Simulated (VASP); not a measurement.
# Mg (P2_1/m) in VASP: single point with PBE

Aim: the single point of Mg with PBE.

All numbers are computed with VASP 6.6.1; they aren't measurements. Logs are shortened: lines on timing, memory, paths and dates and some standing lists are left out, and cuts for length are marked.

## (1) The cell of the first run

The structure is monoclinic, space group P2_1/m (No. 11). The conventional cell has a = 3.209 Å, b = 5.210 Å, c = 3.209 Å, α = 90.00°, β = 120.00°, γ = 90.00°. Within 3.9 Å of Mg (site symmetry m) lie 12 Mg at 2.97 to 3.47 Å.

## (2) Single point, PBE (atom 1 (Mg) moved by (-0.225, +0.450) A along x and y)

Contents of INCAR:

```
SYSTEM = Mg
PREC = Accurate
ENCUT = 520
EDIFF = 1E-7
ISMEAR = 0
SIGMA = 0.15
LREAL = .False.
LASPH = .True.
NELM = 100
ALGO = Fast
ISIF = 2
LWAVE = .False.
LCHARG = .False.
GGA = PE
NBANDS = 9
```

Contents of KPOINTS:

```
regular mesh
0
Gamma
  18 18 10
  0 0 0
```

Contents of POSCAR:

```
Mg
1.0
    3.2092715325      0.0000000000      0.0000000000
   -1.6046357662      2.7793106748      0.0000000000
    0.0000000000      0.0000000000      5.2103300000
Mg
2
Direct
    0.3441792904      0.8285773174      0.2500000000
    0.6666666667      0.3333333333      0.7500000000
```

Potentials or basis: VASP PAW PBE potentials, release 64 (Mg).

The run is started by

```console
> cat potpaw_PBE.64/Mg/POTCAR > POTCAR
> mpirun -np 1 vasp_std > vasp.out
```

OUTCAR:

```text
SYSTEM = Mg
   PREC = Accurate
   ENCUT = 520
   EDIFF = 1E-7
   ISMEAR = 0
   LREAL = .False.
   LASPH = .True.
   NELM = 100
   ISIF = 2
   GGA = PE

 ion  position               nearest neighbor table
   1  0.344  0.829  0.250-   2 2.97   2 2.97   2 3.25   2 3.25   2 3.47   2 3.47
   2  0.667  0.333  0.750-   1 2.97   1 2.97   1 3.25   1 3.25   1 3.47   1 3.47

  LATTYP: Found a hexagonal cell.
 ALAT       =     3.2092715325
 C/A-ratio  =     1.6235242008

  Lattice vectors:

 A1 = (   3.2092715325,   0.0000000000,   0.0000000000)
 A2 = (  -1.6046357662,   2.7793106748,   0.0000000000)
 A3 = (   0.0000000000,   0.0000000000,   5.2103300000)

Analysis of symmetry for initial positions (statically):
=====================================================================
 Subroutine PRICEL returns:
 Original cell was already a primitive cell.

 Routine SETGRP: Setting up the symmetry group for a
 hexagonal supercell.

 Subroutine GETGRP returns: Found  4 space group operations
 (whereof  1 operations were pure point group operations)
 out of a pool of 24 trial point group operations.

The static configuration has the point symmetry C_1 .
 The point group associated with its full space group is C_2h.

Analysis of symmetry for dynamics (positions and initial velocities):
=====================================================================
 Subroutine PRICEL returns:
 Original cell was already a primitive cell.

 Routine SETGRP: Setting up the symmetry group for a
 hexagonal supercell.

 Subroutine GETGRP returns: Found  4 space group operations
 (whereof  1 operations were pure point group operations)
 out of a pool of 24 trial point group operations.

The dynamic configuration has the point symmetry C_1 .
 The point group associated with its full space group is C_2h.

 Subroutine INISYM returns: Found  4 space group operations
 (whereof  1 operations are pure point group operations),
 and found     1 'primitive' translations

----------------------------------------------------------------------------------------

                                     Primitive cell

  volume of cell :      46.4739

  direct lattice vectors                    reciprocal lattice vectors
     3.209271532  0.000000000  0.000000000     0.311597193  0.179900723  0.000000000
    -1.604635766  2.779310675  0.000000000     0.000000000  0.359801446  0.000000000
     0.000000000  0.000000000  5.210330000     0.000000000  0.000000000  0.191926423

  length of vectors
     3.209271532  3.209271532  5.210330000     0.359801446  0.359801446  0.191926423

  position of ions in fractional coordinates (direct lattice)
     0.344179290  0.828577317  0.250000000
     0.666666667  0.333333333  0.750000000

  ion indices of the primitive-cell ions
   primitive index   ion index
                 1           1
                 2           2

----------------------------------------------------------------------------------------

 KPOINTS: regular mesh

Automatic generation of k-mesh.
 Grid dimensions read from file:
 generate k-points for:   18   18   10

 Generating k-lattice:

  Cartesian coordinates                     Fractional coordinates (reciprocal lattice)
     0.017310955  0.009994485  0.000000000     0.055555556  0.000000000  0.000000000
     0.000000000  0.019988969  0.000000000     0.000000000  0.055555556  0.000000000
     0.000000000  0.000000000  0.019192642     0.000000000  0.000000000  0.100000000

  Length of vectors
     0.019988969  0.019988969  0.019192642

  Shift w.r.t. Gamma in fractional coordinates (k-lattice)
     0.000000000  0.000000000  0.000000000

 Subroutine IBZKPT returns following result:
 ===========================================

 Found    984 irreducible k-points:

 Following reciprocal coordinates:
            Coordinates               Weight
  0.000000  0.000000  0.000000      1.000000
  0.055556  0.000000  0.000000      2.000000
  0.000000  0.055556  0.000000      2.000000
 -0.055556  0.055556  0.000000      2.000000
  0.111111  0.000000  0.000000      2.000000
  0.000000  0.111111  0.000000      2.000000
[... 16 lines left out ...]
  0.444444  0.000000  0.000000      2.000000
  0.000000  0.444444  0.000000      2.000000
 [... further k-points ...]
   k-points           NKPTS =    984   k-points in BZ     NKDIM =    984   number of bands    NBANDS=      9
   number of dos      NEDOS =    301   number of ions     NIONS =      2
   total plane-waves  NPLWV =  23040
   dimension x,y,z NGX =    24 NGY =   24 NGZ =   40
   dimension x,y,z NGXF=    48 NGYF=   48 NGZF=   80
   ions per type =               2
   NGX,Y,Z   is equivalent  to a cutoff of  12.43, 12.43, 12.76 a.u.
   NGXF,Y,Z  is equivalent  to a cutoff of  24.86, 24.86, 25.53 a.u.
 SYSTEM =  Mg
   PREC   = accura    normal or accurate (medium, high low for compatibility)
   ISTART =      0    job   : 0-new  1-cont  2-samecut
   ICHARG =      2    charge: 1-file 2-atom 10-const
   ISPIN  =      1    spin polarized calculation?
   LNONCOLLINEAR =      F non collinear calculations
   LSORBIT =      F    spin-orbit coupling
   LASPH  =      T    aspherical Exc in radial PAW
   ENCUT  =  520.0 eV  38.22 Ry    6.18 a.u.   5.97  5.97  9.69*2*pi/ulx,y,z
   NELM   =    100;   NELMIN=  2; NELMDL= -5     # of ELM steps
   EDIFF  = 0.1E-06   stopping-criterion for ELM
   LREAL  =      F    real-space projection
   EDIFFG = 0.1E-05   stopping-criterion for IOM
   NSW    =      0    number of steps for IOM
   IBRION =     -1    ionic relax: 0-MD 1-quasi-New 2-CG
   NFREE  =      0    steps in history (QN), initial steepest desc. (CG)
   ISIF   =      2    stress and relaxation
   ISYM   =      2    0-nonsym 1-usesym 2-fastsym
   POTIM  = 0.5000    time-step for ionic-motion
   TEBEG  =    0.0;   TEEND  =   0.0 temperature during run
   PSTRESS=    0.0 pullay stress
   NELECT =       4.0000    total number of electrons
   NUPDOWN=      -1.0000    fix difference up-down
   EMIN   =  10.00;   EMAX   =-10.00  energy-range for DOS
   EFERMI =   0.00;   METHOD = LEGACY
   ISMEAR =     0;   SIGMA  =   0.15  broadening in eV -4-tet -1-fermi 0-gaus
   EFERMI_NEDOS =   21; number of points for ismear=-14 and -15
   IALGO  =     68    algorithm
   IMIX   =      4    mixing-type and parameters
     AMIX     =   0.40;   BMIX     =  1.00
     AMIX_MAG =   1.60;   BMIX_MAG =  1.00
  volume/ion in A,a.u.               =      23.24       156.81
  Fermi-wavevector in a.u.,A,eV,Ry     =   0.722812  1.365916  7.108458  0.522457
  Thomas-Fermi vector in A             =   1.812869
   LORBIT       =      0    0 simple, 1 ext, 2 COOP (PROOUT), +10 PAW based schemes
   GGA     = PE    functional components
   LHFCALC =     F    Hartree Fock is set to
   AEXX    =    0.0000 exact exchange contribution
   IVDW    =     0    specifies the selected vdW correction
   LEPSILON=     F    determine dielectric tensor
   LRPA    =     F    only Hartree local field effects (RPA)
 non-spin polarized calculation
 RMM-DIIS sequential band-by-band and
 Gauss-broadening in eV      SIGMA  =   0.15
  energy-cutoff  :      520.00
  volume of cell :       46.47
 maximum number of plane-waves:      1276
   NGX = 11   NGY = 11   NGZ = 19

 number of electron       4.0000000 magnetization

 Free energy of the ion-electron system (eV)
  ---------------------------------------------------
  ext. energy  EPLUGINS =         0.00000000
  ---------------------------------------------------
  free energy    TOTEN  =        -2.93142189 eV

  energy without entropy =       -2.92124280  energy(sigma->0) =       -2.92633235

 E-fermi :   2.5627     XC(G=0):  -8.4513

 val. band max:        2.5575189192   @ k =   0.5000  -0.1111  -0.3000
 cond. band min:       2.5680900333   @ k =   0.3889   0.1667   0.4000
 fundamental gap:      0.0105711141
 Fermi energy:         2.5627036911

 k-point     1 :       0.0000    0.0000    0.0000
  band No.  band energies     occupation
      1      -4.3098      2.00000
      2       0.8951      2.00000
      3       1.3340      2.00000
      4      13.2264      0.00000
      5      13.4411      0.00000
      6      13.5264      0.00000
      7      13.6517      0.00000
      8      14.6025      0.00000
      9      15.2454      0.00000

 k-point     2 :       0.0556    0.0000    0.0000
  band No.  band energies     occupation
      1      -4.2495      2.00000
      2       0.9501      2.00000
      3       1.3928      2.00000
      4      12.0053      0.00000
      5      12.6653      0.00000
      6      13.2300      0.00000
      7      14.4083      0.00000
      8      15.2104      0.00000
      9      16.0303      0.00000

 k-point     3 :       0.0000    0.0556    0.0000
  band No.  band energies     occupation
      1      -4.2495      2.00000
      2       0.9501      2.00000
      3       1.3926      2.00000
      4      12.1156      0.00000
      5      12.6305      0.00000
      6      13.0945      0.00000
      7      14.4664      0.00000
      8      15.3019      0.00000
      9      16.0172      0.00000

 k-point     4 :      -0.0556    0.0556    0.0000
  band No.  band energies     occupation
      1      -4.2495      2.00000
      2       0.9502      2.00000
      3       1.3932      2.00000
      4      11.8898      0.00000
      5      12.6505      0.00000
      6      13.4726      0.00000
      7      14.3670      0.00000
      8      15.1087      0.00000
      9      16.0071      0.00000

 k-point     5 :       0.1111    0.0000    0.0000
  band No.  band energies     occupation
      1      -4.0689      2.00000
      2       1.1153      2.00000
      3       1.5683      2.00000
      4      10.3149      0.00000
      5      11.9271      0.00000
      6      12.4828      0.00000
      7      14.8691      0.00000
      8      15.0662      0.00000
      9      15.3965      0.00000

 k-point     6 :       0.0000    0.1111    0.0000
  band No.  band energies     occupation
      1      -4.0689      2.00000
      2       1.1152      2.00000
      3       1.5672      2.00000
      4      10.3965      0.00000
      5      11.8812      0.00000
      6      12.4543      0.00000
      7      14.7974      0.00000
      8      15.1206      0.00000
      9      15.4142      0.00000
[... 169 lines left out ...]
 k-point    21 :       0.0000    0.3889    0.0000
  band No.  band energies     occupation
      1      -1.4006      2.00000
      2       2.5689      0.95367
      3       3.5977      0.00000
      4       4.5089      0.00000
      5       7.5817      0.00000
      6       8.1348      0.00000
      7       9.6365      0.00000
      8      10.5809      0.00000
      9      14.0699      0.00000

 k-point    22 :      -0.3889    0.3889    0.0000
  band No.  band energies     occupation
      1      -1.3981      2.00000
      2       2.6926      0.22080
      3       3.5906      0.00000
      4       4.2359      0.00000
      5       7.6742      0.00000
      6       7.9791      0.00000
      7       9.6006      0.00000
      8      11.2674      0.00000
      9      14.0005      0.00000

 k-point    23 :       0.4444    0.0000    0.0000
  band No.  band energies     occupation
      1      -0.5271      2.00000
      2       1.5162      2.00000
      3       4.4133      0.00000
      4       5.1140      0.00000
      5       6.4639      0.00000
      6       7.0489      0.00000
      7       9.5485      0.00000
      8      10.4749      0.00000
      9      14.1401      0.00000

 k-point    24 :       0.0000    0.4444    0.0000
  band No.  band energies     occupation
      1      -0.5298      2.00000
      2       1.5003      2.00000
      3       4.4264      0.00000
      4       5.2104      0.00000
      5       6.4217      0.00000
      6       7.0875      0.00000
      7       9.4816      0.00000
      8      10.3565      0.00000
      9      13.8941      0.00000

 [... further k-points ...]

------------------------ aborting loop because EDIFF is reached ----------------------------------------

  FORCE on cell =-STRESS in cart. coord.  units (eV):
  Direction    XX          YY          ZZ          XY          YZ          ZX
  --------------------------------------------------------------------------------------
  -------------------------------------------------------------------------------------
  Total       -0.4404232      0.0713776      0.3450794      0.1791299      0.0000000      0.0000000
  in kB      -15.1835014      2.4607275     11.8965435      6.1754666      0.0000000      0.0000000
  external PRESSURE =      -0.2754101 kB  Pullay stress =       0.0000000 kB

 VOLUME and BASIS-vectors are now :
 -----------------------------------------------------------------------------
  energy-cutoff  :      520.00
  volume of cell :       46.47
      direct lattice vectors                 reciprocal lattice vectors
     3.209271532  0.000000000  0.000000000     0.311597193  0.179900723  0.000000000
    -1.604635766  2.779310675  0.000000000     0.000000000  0.359801446  0.000000000
     0.000000000  0.000000000  5.210330000     0.000000000  0.000000000  0.191926423

 POSITION                                       TOTAL-FORCE (eV/Angst)
 -----------------------------------------------------------------------------------
     -0.22500      2.30287      1.30258        -0.001488     -0.360674      0.000000
      1.60464      0.92644      3.90775         0.001488      0.360674     -0.000000
 -----------------------------------------------------------------------------------
    total drift:                                0.000000      0.000000     -0.000000

  FREE ENERGIE OF THE ION-ELECTRON SYSTEM (eV)
  ---------------------------------------------------
  free  energy   TOTEN  =        -2.9314218902 eV

  energy  without entropy=       -2.9212428018  energy(sigma->0) =       -2.92633235
```

Run time: 82 s. Hardware: 1 thread of Intel Xeon 6975P-C (Granite Rapids), shared host; peak memory 0.48 GiB.

What came out:

```yaml
Free_energy: -2.9314 eV
Pressure: 0.0 GPa
Largest_force: 0.361 eV/Å
Band_gap_on_the_k_mesh: zero (bands 2 and 3 overlap by 2.23 eV)
```

Forces in eV/Å, atoms in the order of the input:
```
Mg  -0.001 -0.361  0.000
Mg   0.001  0.361  0.000
```

Caveat: the cell differs from its parent crystal (atom 1 (Mg) moved by (-0.225, +0.450) A along x and y).
